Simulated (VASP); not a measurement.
# AlNi3 (I4/mmm) in VASP: notebook

Runs on AlNi3. Level: PBEsol. Tasks: single point.

Program: VASP 6.6.1. These are calculated values, not measurements. Logs are shortened: lines on timing, memory, paths and dates and some standing lists are left out, and cuts for length are marked.

## (1) The cell of the first run

The structure is tetragonal, space group I4/mmm (No. 139). Conventional cell: a = 4.116 Å, b = 4.116 Å, c = 5.373 Å, α = 90.00°, β = 90.00°, γ = 90.00°. Al (site symmetry 4/mmm) has 14 Ni at 2.46 to 2.91 Å within 3.2 Å. Ni (site symmetry -4m2) has 4 Al at 2.46 Å and 10 Ni at 2.46 to 2.91 Å within 3.2 Å. Within 3.2 Å of Ni (site symmetry 4/mmm) lie 8 Ni at 2.46 Å and 6 Al at 2.69 to 2.91 Å.

## (2) Single point, PBEsol (strain +0.040 along x and y, -0.040 along z)

Input file INCAR:

```
PREC = Accurate
ENCUT = 520
EDIFF = 1E-6
ISMEAR = 0
SIGMA = 0.15
LREAL = F
LASPH = T
NELM = 80
ALGO = Fast
ISIF = 2
LWAVE = F
LCHARG = F
GGA = PS
NBANDS = 24
```

Input file KPOINTS:

```
Automatic mesh
0
Gamma
  14 14 14
```

Input file POSCAR:

```
AlNi3
1.0
    0.0000000000      2.9103441737      2.6864715449
    2.9103441737      0.0000000000      2.6864715449
    2.9103441737      2.9103441737      0.0000000000
Al Ni
1 3
Direct
    0.5000000000      0.5000000000      0.5000000000
    0.2500000000      0.2500000000      0.2500000000
    0.0000000000      0.0000000000      0.0000000000
    0.7500000000      0.7500000000      0.7500000000
```

Potentials or basis: VASP PAW PBE potentials, release 64 (Al, Ni).

Started as:

```
> cat potpaw_PBE.64/Al/POTCAR potpaw_PBE.64/Ni/POTCAR > POTCAR
> mpirun -np 1 vasp_std > vasp.out
```

OUTCAR:

```text
PREC = Accurate
   ENCUT = 520
   EDIFF = 1E-6
   ISMEAR = 0
   LREAL = F
   LASPH = T
   NELM = 80
   ISIF = 2
   GGA = PS

 ion  position               nearest neighbor table
   1  0.500  0.500  0.500-   2 2.46   2 2.46   2 2.46   2 2.46   4 2.46   4 2.46   4 2.46   4 2.46
                             3 2.69   3 2.69   3 2.91   3 2.91   3 2.91   3 2.91
   2  0.250  0.250  0.250-   3 2.46   3 2.46   3 2.46   1 2.46   3 2.46   1 2.46   1 2.46   1 2.46
                             4 2.69   4 2.69   4 2.91   4 2.91   4 2.91   4 2.91
   3  0.000  0.000  0.000-   4 2.46   4 2.46   4 2.46   2 2.46   4 2.46   2 2.46   2 2.46   2 2.46
                             1 2.69   1 2.69   1 2.91   1 2.91   1 2.91   1 2.91
   4  0.750  0.750  0.750-   1 2.46   1 2.46   1 2.46   1 2.46   3 2.46   3 2.46   3 2.46   3 2.46
                             2 2.69   2 2.69   2 2.91   2 2.91   2 2.91   2 2.91

  LATTYP: Found a body centered tetragonal cell.
 ALAT       =     4.1158482016
 C/A-ratio  =     1.3054279037

  Lattice vectors:

 A1 = (   0.0000000000,  -2.9103441737,  -2.6864715449)
 A2 = (   0.0000000000,   2.9103441737,  -2.6864715449)
 A3 = (   2.9103441737,   0.0000000000,   2.6864715449)

Analysis of symmetry for initial positions (statically):
=====================================================================
 Subroutine PRICEL returns:
 Original cell was already a primitive cell.

 Routine SETGRP: Setting up the symmetry group for a
 body centered tetragonal supercell.

 Subroutine GETGRP returns: Found 16 space group operations
 (whereof 16 operations were pure point group operations)
 out of a pool of 16 trial point group operations.

The static configuration has the point symmetry D_4h.

Analysis of symmetry for dynamics (positions and initial velocities):
=====================================================================
 Subroutine PRICEL returns:
 Original cell was already a primitive cell.

 Routine SETGRP: Setting up the symmetry group for a
 body centered tetragonal supercell.

 Subroutine GETGRP returns: Found 16 space group operations
 (whereof 16 operations were pure point group operations)
 out of a pool of 16 trial point group operations.

The dynamic configuration has the point symmetry D_4h.

 Subroutine INISYM returns: Found 16 space group operations
 (whereof 16 operations are pure point group operations),
 and found     1 'primitive' translations

----------------------------------------------------------------------------------------

                                     Primitive cell

  volume of cell :      45.5094

  direct lattice vectors                    reciprocal lattice vectors
     0.000000000  2.910344174  2.686471545    -0.171800986  0.171800986  0.186117735
     2.910344174  0.000000000  2.686471545     0.171800986 -0.171800986  0.186117735
     2.910344174  2.910344174  0.000000000     0.171800986  0.171800986 -0.186117735

  length of vectors
     3.960711119  3.960711119  4.115848202     0.306057134  0.306057134  0.306057134

  position of ions in fractional coordinates (direct lattice)
     0.500000000  0.500000000  0.500000000
     0.250000000  0.250000000  0.250000000
     0.000000000  0.000000000  0.000000000
     0.750000000  0.750000000  0.750000000

  ion indices of the primitive-cell ions
   primitive index   ion index
                 1           1
                 2           2
                 3           3
                 4           4

----------------------------------------------------------------------------------------

 KPOINTS: Automatic mesh

Automatic generation of k-mesh.
 Grid dimensions read from file:
 generate k-points for:   14   14   14

 Generating k-lattice:

  Cartesian coordinates                     Fractional coordinates (reciprocal lattice)
    -0.012271499  0.012271499  0.013294124     0.071428571  0.000000000  0.000000000
     0.012271499 -0.012271499  0.013294124     0.000000000  0.071428571  0.000000000
     0.012271499  0.012271499 -0.013294124     0.000000000  0.000000000  0.071428571

  Length of vectors
     0.021861224  0.021861224  0.021861224

  Shift w.r.t. Gamma in fractional coordinates (k-lattice)
     0.000000000  0.000000000  0.000000000

 Subroutine IBZKPT returns following result:
 ===========================================

 Found    244 irreducible k-points:

 Following reciprocal coordinates:
            Coordinates               Weight
  0.000000  0.000000  0.000000      1.000000
  0.071429 -0.000000  0.000000      8.000000
  0.142857 -0.000000  0.000000      8.000000
  0.214286  0.000000  0.000000      8.000000
  0.285714 -0.000000  0.000000      8.000000
  0.357143  0.000000  0.000000      8.000000
[... 16 lines left out ...]
  0.214286  0.142857  0.000000      8.000000
  0.285714  0.142857  0.000000      8.000000
 [... further k-points ...]
   k-points           NKPTS =    244   k-points in BZ     NKDIM =    244   number of bands    NBANDS=     24
   number of dos      NEDOS =    301   number of ions     NIONS =      4
   total plane-waves  NPLWV =  28800
   dimension x,y,z NGX =    30 NGY =   30 NGZ =   32
   dimension x,y,z NGXF=    60 NGYF=   60 NGZF=   64
   ions per type =               1   3
   NGX,Y,Z   is equivalent  to a cutoff of  12.59, 12.59, 12.93 a.u.
   NGXF,Y,Z  is equivalent  to a cutoff of  25.18, 25.18, 25.85 a.u.
 SYSTEM =  unknown system
   PREC   = accura    normal or accurate (medium, high low for compatibility)
   ISTART =      0    job   : 0-new  1-cont  2-samecut
   ICHARG =      2    charge: 1-file 2-atom 10-const
   ISPIN  =      1    spin polarized calculation?
   LNONCOLLINEAR =      F non collinear calculations
   LSORBIT =      F    spin-orbit coupling
   LASPH  =      T    aspherical Exc in radial PAW
   ENCUT  =  520.0 eV  38.22 Ry    6.18 a.u.   7.36  7.36  7.65*2*pi/ulx,y,z
   NELM   =     80;   NELMIN=  2; NELMDL= -5     # of ELM steps
   EDIFF  = 0.1E-05   stopping-criterion for ELM
   LREAL  =      F    real-space projection
   EDIFFG = 0.1E-04   stopping-criterion for IOM
   NSW    =      0    number of steps for IOM
   IBRION =     -1    ionic relax: 0-MD 1-quasi-New 2-CG
   NFREE  =      0    steps in history (QN), initial steepest desc. (CG)
   ISIF   =      2    stress and relaxation
   ISYM   =      2    0-nonsym 1-usesym 2-fastsym
[... 7 lines left out ...]
   ISMEAR =     0;   SIGMA  =   0.15  broadening in eV -4-tet -1-fermi 0-gaus
   EFERMI_NEDOS =   21; number of points for ismear=-14 and -15
   IALGO  =     68    algorithm
   IMIX   =      4    mixing-type and parameters
     AMIX     =   0.40;   BMIX     =  1.00
     AMIX_MAG =   1.60;   BMIX_MAG =  1.00
  volume/ion in A,a.u.               =      11.38        76.78
  Fermi-wavevector in a.u.,A,eV,Ry     =   1.470774  2.779359 29.431783  2.163175
  Thomas-Fermi vector in A             =   2.585990
   LORBIT       =      0    0 simple, 1 ext, 2 COOP (PROOUT), +10 PAW based schemes
   GGA     = PS    functional components
   LHFCALC =     F    Hartree Fock is set to
   AEXX    =    0.0000 exact exchange contribution
   IVDW    =     0    specifies the selected vdW correction
   LEPSILON=     F    determine dielectric tensor
   LRPA    =     F    only Hartree local field effects (RPA)
 non-spin polarized calculation
 RMM-DIIS sequential band-by-band and
 Gauss-broadening in eV      SIGMA  =   0.15
  energy-cutoff  :      520.00
  volume of cell :       45.51
 maximum number of plane-waves:      1242
 NGX is ok and might be reduce to    30
   NGX = 15   NGY = 15   NGZ = 15

 number of electron      32.9999998 magnetization

 Free energy of the ion-electron system (eV)
  ---------------------------------------------------
  ext. energy  EPLUGINS =         0.00000000
  ---------------------------------------------------
  free energy    TOTEN  =       -24.04847092 eV

  energy without entropy =      -24.01472264  energy(sigma->0) =      -24.03159678

 E-fermi :   9.3110     XC(G=0): -12.7792

 val. band max:        9.3039328730   @ k =   0.4286   0.0000   0.0000
 cond. band min:       9.3154629625   @ k =  -0.3571   0.0000   0.2143
 fundamental gap:      0.0115300895
 Fermi energy:         9.3109730022

 k-point     1 :       0.0000    0.0000    0.0000
  band No.  band energies     occupation
      1      -0.6308      2.00000
      2       5.8513      2.00000
      3       5.9465      2.00000
      4       5.9702      2.00000
      5       5.9702      2.00000
      6       6.1171      2.00000
[... 16 lines left out ...]
     23      16.2209      0.00000
     24      17.2720      0.00000

 k-point     2 :       0.0714   -0.0000    0.0000
  band No.  band energies     occupation
      1      -0.5564      2.00000
      2       5.8174      2.00000
      3       5.8851      2.00000
      4       5.9863      2.00000
      5       6.0441      2.00000
      6       6.1562      2.00000
[... 16 lines left out ...]
     23      16.5058      0.00000
     24      17.2563      0.00000

 k-point     3 :       0.1429   -0.0000    0.0000
  band No.  band energies     occupation
      1      -0.3347      2.00000
      2       5.7888      2.00000
      3       5.8075      2.00000
      4       5.9158      2.00000
      5       6.1880      2.00000
      6       6.2780      2.00000
[... 16 lines left out ...]
     23      16.8937      0.00000
     24      17.4811      0.00000

 k-point     4 :       0.2143    0.0000    0.0000
  band No.  band energies     occupation
      1       0.0301      2.00000
      2       5.5913      2.00000
      3       5.7908      2.00000
      4       5.8881      2.00000
      5       6.3620      2.00000
      6       6.4201      2.00000
[... 16 lines left out ...]
     23      17.3725      0.00000
     24      18.1175      0.00000

 k-point     5 :       0.2857   -0.0000    0.0000
  band No.  band energies     occupation
      1       0.5296      2.00000
      2       5.1389      2.00000
      3       5.8170      2.00000
      4       5.9179      2.00000
      5       6.5365      2.00000
      6       6.5461      2.00000
[... 16 lines left out ...]
     23      17.6266      0.00000
     24      18.3651      0.00000

 k-point     6 :       0.3571    0.0000    0.0000
  band No.  band energies     occupation
      1       1.1502      2.00000
      2       4.4512      2.00000
      3       5.8540      2.00000
      4       5.9714      2.00000
      5       6.5918      2.00000
      6       6.6675      2.00000
[... 16 lines left out ...]
     23      17.5055      0.00000
     24      19.2340      0.00000
[... 379 lines left out ...]
 k-point    21 :      -0.0714    0.0714    0.0000
  band No.  band energies     occupation
      1      -0.4439      2.00000
      2       5.7530      2.00000
      3       5.7777      2.00000
      4       6.0786      2.00000
      5       6.1505      2.00000
      6       6.1788      2.00000
[... 16 lines left out ...]
     23      16.3937      0.00000
     24      16.7013      0.00000

 k-point    22 :       0.1429    0.1429    0.0000
  band No.  band energies     occupation
      1      -0.1934      2.00000
      2       5.5990      2.00000
      3       6.0156      2.00000
      4       6.1185      2.00000
      5       6.1185      2.00000
      6       6.2351      2.00000
[... 16 lines left out ...]
     23      16.2887      0.00000
     24      18.3190      0.00000

 k-point    23 :       0.2143    0.1429    0.0000
  band No.  band energies     occupation
      1       0.0942      2.00000
      2       5.4367      2.00000
      3       6.0467      2.00000
      4       6.0994      2.00000
      5       6.2687      2.00000
      6       6.3661      2.00000
[... 16 lines left out ...]
     23      16.3959      0.00000
     24      18.8317      0.00000

 k-point    24 :       0.2857    0.1429    0.0000
  band No.  band energies     occupation
      1       0.5190      2.00000
      2       5.2185      2.00000
      3       5.9985      2.00000
      4       6.0633      2.00000
      5       6.4657      2.00000
      6       6.4803      2.00000
[... 16 lines left out ...]
     23      16.4654      0.00000
     24      19.0121      0.00000

 [... further k-points ...]
[... 5 lines left out ...]
  --------------------------------------------------------------------------------------
  -------------------------------------------------------------------------------------
  Total       -1.9934990     -1.9934990     -1.6147251      0.0000000     -0.0000000      0.0000000
  in kB      -70.1819887    -70.1819887    -56.8470894      0.0000000     -0.0000000      0.0000000
  external PRESSURE =     -65.7370223 kB  Pullay stress =       0.0000000 kB

 VOLUME and BASIS-vectors are now :
 -----------------------------------------------------------------------------
  energy-cutoff  :      520.00
  volume of cell :       45.51
      direct lattice vectors                 reciprocal lattice vectors
     0.000000000  2.910344174  2.686471545    -0.171800986  0.171800986  0.186117735
     2.910344174  0.000000000  2.686471545     0.171800986 -0.171800986  0.186117735
     2.910344174  2.910344174  0.000000000     0.171800986  0.171800986 -0.186117735

 POSITION                                       TOTAL-FORCE (eV/Angst)
 -----------------------------------------------------------------------------------
      2.91034      2.91034      2.68647         0.000000      0.000000     -0.000000
      1.45517      1.45517      1.34324        -0.000000      0.000000     -0.000000
      0.00000      0.00000      0.00000        -0.000000      0.000000     -0.000000
      4.36552      4.36552      4.02971        -0.000000      0.000000      0.000000
 -----------------------------------------------------------------------------------
    total drift:                                0.000000     -0.000000      0.000000

  FREE ENERGIE OF THE ION-ELECTRON SYSTEM (eV)
  ---------------------------------------------------
  free  energy   TOTEN  =       -24.0484709177 eV

  energy  without entropy=      -24.0147226387  energy(sigma->0) =      -24.03159678
```

It took 2.3 min on 1 thread of Intel Xeon 6975P-C (Granite Rapids), shared host; peak memory 0.34 GiB.

What came out:

```
Free energy            : -24.0485 eV
Pressure               : -6.6 GPa
Band gap on the k mesh : zero (an odd number of electrons rules out a gap without spin polarisation)
```

Caveat: the cell differs from its parent crystal (strain +0.040 along x and y, -0.040 along z); the cell stands under tension; the PAW data sets were made with another functional, which shifts forces and pressure a little. Spin polarisation is off, so any magnetic state and its effect on volume and gap are missing.

## (3) Single point, PBEsol (strain +0.080 along x and y, -0.080 along z)

Input file INCAR:

```
PREC = Accurate
ENCUT = 520
EDIFF = 1E-6
ISMEAR = 0
SIGMA = 0.15
LREAL = False
LASPH = True
NELM = 60
ALGO = Fast
ISIF = 2
LWAVE = False
LCHARG = False
GGA = PS
NBANDS = 24
```

Input file KPOINTS:

```
regular mesh
0
Gamma
  14 14 14
```

Input file POSCAR:

```
AlNi3
1.0
    0.0000000000      3.0222804880      2.5745352306
    3.0222804880      0.0000000000      2.5745352306
    3.0222804880      3.0222804880      0.0000000000
Al Ni
1 3
Direct
    0.5000000000      0.5000000000      0.5000000000
    0.2500000000      0.2500000000      0.2500000000
    0.0000000000      0.0000000000      0.0000000000
    0.7500000000      0.7500000000      0.7500000000
```

Potentials or basis: VASP PAW PBE potentials, release 64 (Al, Ni).

Started as:

```
> cat potpaw_PBE.64/Al/POTCAR potpaw_PBE.64/Ni/POTCAR > POTCAR
> mpirun -np 1 vasp_std > vasp.out
```

It took 2.3 min on 1 thread of Intel Xeon 6975P-C (Granite Rapids), shared host; peak memory 0.35 GiB.

The run converged. Its results:

| Item | Value |
| --- | --- |
| Free energy | -23.8987 eV |
| Pressure | -10.8 GPa |
| Band gap on the k mesh | zero (an odd number of electrons rules out a gap without spin polarisation) |

Stress tensor (GPa, compression positive):
```
-13.39   0.00   0.00
  0.00 -13.39   0.00
  0.00   0.00  -5.56
```

Levels at points of the mesh, in eV from the Fermi level:
| k point | band 14 | band 15 | band 16 | band 17 | band 18 | band 19 |
| --- | --- | --- | --- | --- | --- | --- |
| (0.00, 0.00, 0.00) | -0.60 | -0.29 | -0.29 | 5.08 | 5.08 | 5.08 |
| (0.50, 0.00, 0.00) | -0.75 | -0.47 | -0.25 | -0.08 | 3.62 | 3.69 |
| (0.50, 0.50, 0.00) | -1.04 | -0.69 | -0.45 | -0.45 | -0.40 | 0.87 |
| (0.50, 0.00, 0.50) | -0.45 | -0.40 | -0.38 | -0.37 | -0.16 | -0.13 |

Caveat: the cell differs from its parent crystal (strain +0.080 along x and y, -0.080 along z); the stress differs along the axes, from -13 to -6 GPa; the PAW data sets were made with another functional, which shifts forces and pressure a little. Spin polarisation is off, so any magnetic state and its effect on volume and gap are missing.

## (4) Single point, PBEsol (strain +0.000 along x and y, +0.080 along z)

Input file INCAR:

```
PREC     = Accurate       # precision mode
ENCUT    = 520            # plane-wave cutoff, eV
EDIFF    = 1E-7           # SCF threshold, eV
ISMEAR   = 0              # smearing method
SIGMA    = 0.15           # smearing width, eV
LREAL    = F              # projectors in reciprocal space
LASPH    = T              # aspherical terms in the spheres
NELM     = 60             # most SCF steps
ALGO     = Fast           # electronic algorithm
ISIF     = 2              # what is computed and relaxed
LWAVE    = F              # write WAVECAR
LCHARG   = T              # write CHGCAR
GGA      = PS             # functional
LELF     = T              # ELF
LVHAR    = T            
NBANDS   = 24             # bands
```

KPOINTS is that of step 3.

Input file POSCAR:

```
AlNi3
1.0
    0.0000000000      2.7984078593      3.0222804880
    2.7984078593      0.0000000000      3.0222804880
    2.7984078593      2.7984078593      0.0000000000
Al Ni
1 3
Direct
    0.5000000000      0.5000000000      0.5000000000
    0.2500000000      0.2500000000      0.2500000000
    0.0000000000      0.0000000000      0.0000000000
    0.7500000000      0.7500000000      0.7500000000
```

Started as:

```
> cat potpaw_PBE.64/Al/POTCAR potpaw_PBE.64/Ni/POTCAR > POTCAR
> mpirun -np 1 vasp_std > vasp.out
```

Run time: 2.2 min. Hardware: 1 thread of Intel Xeon 6975P-C (Granite Rapids), shared host; peak memory 0.35 GiB.

The run converged. Its results:

| Quantity | Value |
| --- | --- |
| Free energy | -23.9540 eV |
| Pressure | -12.8 GPa |
| Band gap on the k mesh | zero (an odd number of electrons rules out a gap without spin polarisation) |

Stress tensor (GPa, compression positive):
```
-13.47   0.00   0.00
  0.00 -13.47   0.00
  0.00   0.00 -11.36
```

Levels at points of the mesh, in eV from the Fermi level:
```
           k point  band 12  band 13  band 14  band 15  band 16  band 17  band 18  band 19  band 20  band 21
(0.00, 0.00, 0.00)    -0.77    -0.59    -0.59    -0.40    -0.39     5.06     5.20     5.20     5.42     5.56
(0.50, 0.00, 0.00)    -1.48    -0.64    -0.60    -0.53    -0.32    -0.11     3.60     4.13     4.53     4.81
(0.50, 0.50, 0.00)    -0.70    -0.70    -0.48    -0.42    -0.41    -0.36    -0.25    -0.25     4.44     4.73
(0.50, 0.00, 0.50)    -1.11    -0.97    -0.87    -0.49    -0.44    -0.35    -0.30     0.16     3.75     4.02
```

Caveat: the cell differs from its parent crystal (strain +0.000 along x and y, +0.080 along z); the cell stands under tension; the PAW data sets were made with another functional, which shifts forces and pressure a little.

## (5) Summary

```tsv
cell	further INCAR settings	gap on the mesh (eV)	pressure (GPa)
a = 3.961, b = 3.961, c = 4.116 Å, angles 58.7, 58.7, 62.6°, 4 atoms	ALGO = Fast; EDIFF = 1e-06; NBANDS = 24	none	-6.6
a = 3.970, b = 3.970, c = 4.274 Å, angles 57.4, 57.4, 65.1°, 4 atoms	ALGO = Fast; EDIFF = 1e-06; NBANDS = 24	none	-10.8
a = 4.119, b = 4.119, c = 3.958 Å, angles 61.3, 61.3, 57.4°, 4 atoms	ALGO = Fast; EDIFF = 1e-07; NBANDS = 24	none	-12.8
```

Alike in all rows: task single point; level PBEsol; potentials or basis VASP PAW PBE potentials, release 64 (Al, Ni); no spin polarisation; k mesh 14 × 14 × 14; cutoff (eV) 520; smearing gaussian 0.15 eV.

Caveats: the PAW data sets were made with another functional, which shifts forces and pressure a little; the cell stands under tension (at least some runs); the stress differs along the axes, from -13 to -6 GPa (at least some runs).

Total energies depend on the potentials used, so only differences within one code and one set of settings carry meaning.
